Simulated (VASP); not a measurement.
# SnSe2 (P-3m1) in VASP: a series of runs

SnSe2 is run at these levels: PBE+D3(BJ); tasks: single point, relaxation of cell and atoms.

Program: VASP 6.6.1. These are calculated values, not measurements. Logs are shortened: lines on timing, memory, paths and dates and some standing lists are left out, and cuts for length are marked.

## 1. The cell of the first run

It takes space group P-3m1 (No. 164, trigonal). Conventional cell: a = 3.571 Å, b = 3.571 Å, c = 5.154 Å, α = 90.00°, β = 90.00°, γ = 120.00°. Within 3.4 Å of Sn (site symmetry -3m) lie 6 Se at 2.61 Å. Se (site symmetry 3m) has 3 Sn at 2.61 Å and 3 Se at 2.84 Å within 3.4 Å.

## 2. Single point, PBE+D3(BJ)

The input, INCAR:

```
PREC = Accurate ; ENCUT = 520
EDIFF = 1E-6 ; ISMEAR = -1
SIGMA = 0.1 ; LREAL = F
LASPH = T ; NELM = 100
ALGO = Normal ; ISIF = 2
LWAVE = F ; LCHARG = T
GGA = PE ; IVDW = 12
LELF = T ; LVHAR = T
NBANDS = 20
```

The input, KPOINTS:

```
regular mesh
0
Gamma
  15 15 8
```

The input, POSCAR:

```
SnSe2
1.0
    3.5708962868      0.0000000000      0.0000000000
   -1.7854481434      3.0924868987      0.0000000000
    0.0000000000      0.0000000000      5.1536352318
Sn Se
1 2
Direct
    0.0000000000      0.0000000000      0.0000000000
    0.3333333333      0.6666666667      0.3098247267
    0.6666666667      0.3333333333      0.6901752733
```

Potentials or basis: VASP PAW PBE potentials, release 64 (Sn_d, Se).

The run is started by

```bash
$ cat potpaw_PBE.64/Sn_d/POTCAR potpaw_PBE.64/Se/POTCAR > POTCAR
$ mpirun -np 1 vasp_std > vasp.out
```

OUTCAR:

```text
PREC = Accurate
   ENCUT = 520
   EDIFF = 1E-6
   ISMEAR = -1
   LREAL = F
   LASPH = T
   NELM = 100
   ISIF = 2
   GGA = PE
   IVDW = 12
 IVDW          = 12

 ion  position               nearest neighbor table
   1  0.000  0.000  0.000-   2 2.61   3 2.61   3 2.61   2 2.61   3 2.61   2 2.61
   2  0.333  0.667  0.310-   1 2.61   1 2.61   1 2.61
   3  0.667  0.333  0.690-   1 2.61   1 2.61   1 2.61

  LATTYP: Found a hexagonal cell.
 ALAT       =     3.5708962868
 C/A-ratio  =     1.4432329639

  Lattice vectors:

 A1 = (   3.5708962868,   0.0000000000,   0.0000000000)
 A2 = (  -1.7854481434,   3.0924868987,   0.0000000000)
 A3 = (   0.0000000000,   0.0000000000,   5.1536352318)

Analysis of symmetry for initial positions (statically):
=====================================================================
 Subroutine PRICEL returns:
 Original cell was already a primitive cell.

 Routine SETGRP: Setting up the symmetry group for a
 hexagonal supercell.

 Subroutine GETGRP returns: Found 12 space group operations
 (whereof 12 operations were pure point group operations)
 out of a pool of 24 trial point group operations.

The static configuration has the point symmetry D_3d.

Analysis of symmetry for dynamics (positions and initial velocities):
=====================================================================
 Subroutine PRICEL returns:
 Original cell was already a primitive cell.

 Routine SETGRP: Setting up the symmetry group for a
 hexagonal supercell.

 Subroutine GETGRP returns: Found 12 space group operations
 (whereof 12 operations were pure point group operations)
 out of a pool of 24 trial point group operations.

The dynamic configuration has the point symmetry D_3d.

 Subroutine INISYM returns: Found 12 space group operations
 (whereof 12 operations are pure point group operations),
 and found     1 'primitive' translations

----------------------------------------------------------------------------------------

                                     Primitive cell

  volume of cell :      56.9113

  direct lattice vectors                    reciprocal lattice vectors
     3.570896287  0.000000000  0.000000000     0.280041737  0.161682172  0.000000000
    -1.785448143  3.092486899  0.000000000     0.000000000  0.323364345  0.000000000
     0.000000000  0.000000000  5.153635232     0.000000000  0.000000000  0.194037792

  length of vectors
     3.570896287  3.570896287  5.153635232     0.323364345  0.323364345  0.194037792

  position of ions in fractional coordinates (direct lattice)
     0.000000000  0.000000000  0.000000000
     0.333333333  0.666666667  0.309824727
     0.666666667  0.333333333  0.690175273

  ion indices of the primitive-cell ions
   primitive index   ion index
                 1           1
                 2           2
                 3           3

----------------------------------------------------------------------------------------

 KPOINTS: regular mesh

Automatic generation of k-mesh.
 Grid dimensions read from file:
 generate k-points for:   15   15    8

 Generating k-lattice:

  Cartesian coordinates                     Fractional coordinates (reciprocal lattice)
     0.018669449  0.010778811  0.000000000     0.066666667  0.000000000  0.000000000
     0.000000000  0.021557623  0.000000000     0.000000000  0.066666667  0.000000000
     0.000000000  0.000000000  0.024254724     0.000000000  0.000000000  0.125000000

  Length of vectors
     0.021557623  0.021557623  0.024254724

  Shift w.r.t. Gamma in fractional coordinates (k-lattice)
     0.000000000  0.000000000  0.000000000

 Subroutine IBZKPT returns following result:
 ===========================================

 Found    192 irreducible k-points:

 Following reciprocal coordinates:
            Coordinates               Weight
  0.000000  0.000000  0.000000      1.000000
  0.066667  0.000000  0.000000      6.000000
  0.133333  0.000000  0.000000      6.000000
  0.200000 -0.000000  0.000000      6.000000
  0.266667  0.000000  0.000000      6.000000
  0.333333 -0.000000  0.000000      6.000000
[... 16 lines left out ...]
  0.333333  0.200000  0.000000     12.000000
  0.400000  0.200000  0.000000      6.000000
 [... further k-points ...]
   k-points           NKPTS =    192   k-points in BZ     NKDIM =    192   number of bands    NBANDS=     20
   number of dos      NEDOS =    301   number of ions     NIONS =      3
   total plane-waves  NPLWV =  31360
   dimension x,y,z NGX =    28 NGY =   28 NGZ =   40
   dimension x,y,z NGXF=    56 NGYF=   56 NGZF=   80
   ions per type =               1   2
   NGX,Y,Z   is equivalent  to a cutoff of  13.04, 13.04, 12.90 a.u.
   NGXF,Y,Z  is equivalent  to a cutoff of  26.07, 26.07, 25.81 a.u.
 SYSTEM =  unknown system
   PREC   = accura    normal or accurate (medium, high low for compatibility)
   ISTART =      0    job   : 0-new  1-cont  2-samecut
   ICHARG =      2    charge: 1-file 2-atom 10-const
   ISPIN  =      1    spin polarized calculation?
   LNONCOLLINEAR =      F non collinear calculations
   LSORBIT =      F    spin-orbit coupling
   LASPH  =      T    aspherical Exc in radial PAW
   ENCUT  =  520.0 eV  38.22 Ry    6.18 a.u.   6.64  6.64  9.58*2*pi/ulx,y,z
   NELM   =    100;   NELMIN=  2; NELMDL= -5     # of ELM steps
   EDIFF  = 0.1E-05   stopping-criterion for ELM
   LREAL  =      F    real-space projection
   EDIFFG = 0.1E-04   stopping-criterion for IOM
   NSW    =      0    number of steps for IOM
   IBRION =     -1    ionic relax: 0-MD 1-quasi-New 2-CG
   NFREE  =      0    steps in history (QN), initial steepest desc. (CG)
   ISIF   =      2    stress and relaxation
   ISYM   =      2    0-nonsym 1-usesym 2-fastsym
   POTIM  = 0.5000    time-step for ionic-motion
   TEBEG  =    0.0;   TEEND  =   0.0 temperature during run
   PSTRESS=    0.0 pullay stress
   NELECT =      26.0000    total number of electrons
   NUPDOWN=      -1.0000    fix difference up-down
   EMIN   =  10.00;   EMAX   =-10.00  energy-range for DOS
   EFERMI =   0.00;   METHOD = LEGACY
   ISMEAR =    -1;   SIGMA  =   0.10  broadening in eV -4-tet -1-fermi 0-gaus
   EFERMI_NEDOS =   21; number of points for ismear=-14 and -15
   IALGO  =     38    algorithm
   IMIX   =      4    mixing-type and parameters
     AMIX     =   0.40;   BMIX     =  1.00
     AMIX_MAG =   1.60;   BMIX_MAG =  1.00
  volume/ion in A,a.u.               =      18.97       128.02
  Fermi-wavevector in a.u.,A,eV,Ry     =   1.260859  2.382677 21.630055  1.589764
  Thomas-Fermi vector in A             =   2.394347
   LORBIT       =      0    0 simple, 1 ext, 2 COOP (PROOUT), +10 PAW based schemes
   GGA     = PE    functional components
   LHFCALC =     F    Hartree Fock is set to
   AEXX    =    0.0000 exact exchange contribution
   IVDW    =    12    specifies the selected vdW correction
   LEPSILON=     F    determine dielectric tensor
   LRPA    =     F    only Hartree local field effects (RPA)
 non-spin polarized calculation
  energy-cutoff  :      520.00
  volume of cell :       56.91
 maximum number of plane-waves:      1561
 NGX is ok and might be reduce to    28
   NGX = 13   NGY = 13   NGZ = 19

 number of electron      25.9999993 magnetization

 Free energy of the ion-electron system (eV)
  ---------------------------------------------------
  ext. energy  EPLUGINS =         0.00000000
  ---------------------------------------------------
  free energy    TOTEN  =       -10.30501313 eV

  energy without entropy =      -10.28149193  energy(sigma->0) =      -10.29325253

 E-fermi :   8.7727     XC(G=0): -11.1253

 val. band max:        8.7622560552   @ k =   0.2667   0.2000   0.0000
 cond. band min:       8.7731193562   @ k =   0.0667   0.0667   0.1250
 fundamental gap:      0.0108633010
 Fermi energy:         8.7726769555

 k-point     1 :       0.0000    0.0000    0.0000
  band No.  band energies     occupation
      1     -13.2994      2.00000
      2     -13.2994      2.00000
      3     -13.2438      2.00000
      4     -13.2099      2.00000
      5     -13.2099      2.00000
      6      -7.8592      2.00000
[... 12 lines left out ...]
     19      17.7606      0.00000
     20      17.8314      0.00000

 k-point     2 :       0.0667    0.0000    0.0000
  band No.  band energies     occupation
      1     -13.3031      2.00000
      2     -13.2960      2.00000
      3     -13.2413      2.00000
      4     -13.2126      2.00000
      5     -13.2097      2.00000
      6      -7.8018      2.00000
[... 12 lines left out ...]
     19      16.5526      0.00000
     20      17.3506      0.00000

 k-point     3 :       0.1333    0.0000    0.0000
  band No.  band energies     occupation
      1     -13.3145      2.00000
      2     -13.2870      2.00000
      3     -13.2345      2.00000
      4     -13.2190      2.00000
      5     -13.2085      2.00000
      6      -7.6311      2.00000
[... 12 lines left out ...]
     19      15.9175      0.00000
     20      17.0401      0.00000

 k-point     4 :       0.2000   -0.0000    0.0000
  band No.  band energies     occupation
      1     -13.3330      2.00000
      2     -13.2757      2.00000
      3     -13.2339      2.00000
      4     -13.2174      2.00000
      5     -13.2047      2.00000
      6      -7.3510      2.00000
[... 12 lines left out ...]
     19      16.0003      0.00000
     20      17.2226      0.00000

 k-point     5 :       0.2667    0.0000    0.0000
  band No.  band energies     occupation
      1     -13.3556      2.00000
      2     -13.2665      2.00000
      3     -13.2428      2.00000
      4     -13.2043      2.00000
      5     -13.1964      2.00000
      6      -6.9711      2.00000
[... 12 lines left out ...]
     19      16.7153      0.00000
     20      17.8932      0.00000

 k-point     6 :       0.3333   -0.0000    0.0000
  band No.  band energies     occupation
      1     -13.3780      2.00000
      2     -13.2617      2.00000
      3     -13.2514      2.00000
      4     -13.1908      2.00000
      5     -13.1843      2.00000
      6      -6.5115      2.00000
[... 12 lines left out ...]
     19      17.8360      0.00000
     20      18.9412      0.00000

 k-point     7 :       0.4000    0.0000    0.0000
  band No.  band energies     occupation
      1     -13.3959      2.00000
      2     -13.2601      2.00000
      3     -13.2580      2.00000
      4     -13.1802      2.00000
      5     -13.1727      2.00000
      6      -6.0173      2.00000
[... 12 lines left out ...]
     19      19.1046      0.00000
     20      20.2383      0.00000
[... 277 lines left out ...]
 k-point    20 :       0.4000    0.1333    0.0000
  band No.  band energies     occupation
      1     -13.3905      2.00000
      2     -13.2759      2.00000
      3     -13.2509      2.00000
      4     -13.1792      2.00000
      5     -13.1719      2.00000
      6      -5.4624      2.00000
[... 12 lines left out ...]
     19      18.6525      0.00000
     20      20.8622      0.00000

 k-point    21 :       0.2000    0.2000    0.0000
  band No.  band energies     occupation
      1     -13.3616      2.00000
      2     -13.2809      2.00000
      3     -13.2368      2.00000
      4     -13.2124      2.00000
      5     -13.1759      2.00000
      6      -6.4006      2.00000
[... 12 lines left out ...]
     19      14.8997      0.00000
     20      19.8681      0.00000

 k-point    22 :       0.2667    0.2000    0.0000
  band No.  band energies     occupation
      1     -13.3685      2.00000
      2     -13.2871      2.00000
      3     -13.2373      2.00000
      4     -13.2047      2.00000
      5     -13.1710      2.00000
      6      -5.9308      2.00000
[... 12 lines left out ...]
     19      15.9002      0.00000
     20      20.3964      0.00000

 k-point    23 :       0.3333    0.2000    0.0000
  band No.  band energies     occupation
      1     -13.3731      2.00000
      2     -13.2921      2.00000
      3     -13.2385      2.00000
      4     -13.1933      2.00000
      5     -13.1724      2.00000
      6      -5.4636      2.00000
[... 12 lines left out ...]
     19      17.1059      0.00000
     20      20.4647      0.00000

 k-point    24 :       0.4000    0.2000    0.0000
  band No.  band energies     occupation
      1     -13.3747      2.00000
      2     -13.2940      2.00000
      3     -13.2390      2.00000
      4     -13.1852      2.00000
      5     -13.1768      2.00000
      6      -5.2073      2.00000
[... 12 lines left out ...]
     19      18.0699      0.00000
     20      19.6349      0.00000

 [... further k-points ...]

------------------------ aborting loop because EDIFF is reached ----------------------------------------

 Edisp (eV)   -1.48866

 E8    (eV) :    -0.6512

  FORCE on cell =-STRESS in cart. coord.  units (eV):
  Direction    XX          YY          ZZ          XY          YZ          ZX
  --------------------------------------------------------------------------------------
  -------------------------------------------------------------------------------------
  Total       9.22623     9.22623     9.24879     0.00000     0.00000     0.00000
  in kB     259.73839   259.73839   260.37338     0.00000     0.00000     0.00000
  external pressure =      259.95 kB  Pullay stress =        0.00 kB

 VOLUME and BASIS-vectors are now :
 -----------------------------------------------------------------------------
  energy-cutoff  :      520.00
  volume of cell :       56.91
      direct lattice vectors                 reciprocal lattice vectors
     3.570896287  0.000000000  0.000000000     0.280041737  0.161682172  0.000000000
    -1.785448143  3.092486899  0.000000000     0.000000000  0.323364345  0.000000000
     0.000000000  0.000000000  5.153635232     0.000000000  0.000000000  0.194037792

 POSITION                                       TOTAL-FORCE (eV/Angst)
 -----------------------------------------------------------------------------------
      0.00000      0.00000      0.00000        -0.000000      0.000000      0.000000
     -0.00000      2.06166      1.59672         0.000000      0.000000      0.025448
      1.78545      1.03083      3.55691        -0.000000      0.000000     -0.025448
 -----------------------------------------------------------------------------------
    total drift:                               -0.000000      0.000000     -0.000000

  FREE ENERGIE OF THE ION-ELECTRON SYSTEM (eV)
  ---------------------------------------------------
  free  energy   TOTEN  =       -11.7936747984 eV

  energy  without entropy=      -11.7701535976  energy(sigma->0) =      -11.78191420
```

Wall time 2.3 min (1 thread of AMD EPYC 7R43 (Zen 3), shared host); peak memory 0.31 GiB.

What came out:

| Property | Result |
| --- | --- |
| Free energy | -11.7937 eV |
| Pressure | 26.0 GPa |
| Largest force | 0.025 eV/Å |
| Band gap on the k mesh | zero (band 13 reaches 9.16 eV, above the bottom of band 14 at 7.56 eV) |
| Dispersion energy per atom | -0.496 eV |

Forces in eV/Å, atoms in the order of the input:
```
Sn   0.000  0.000  0.000
Se   0.000  0.000  0.025
Se   0.000  0.000 -0.025
```

Caveat: spin-orbit coupling is left out, which moves the levels of the heavy elements; pairwise dispersion overbinds metals, which lowers pressure and volume.

(Continued in part 2 of 2.)
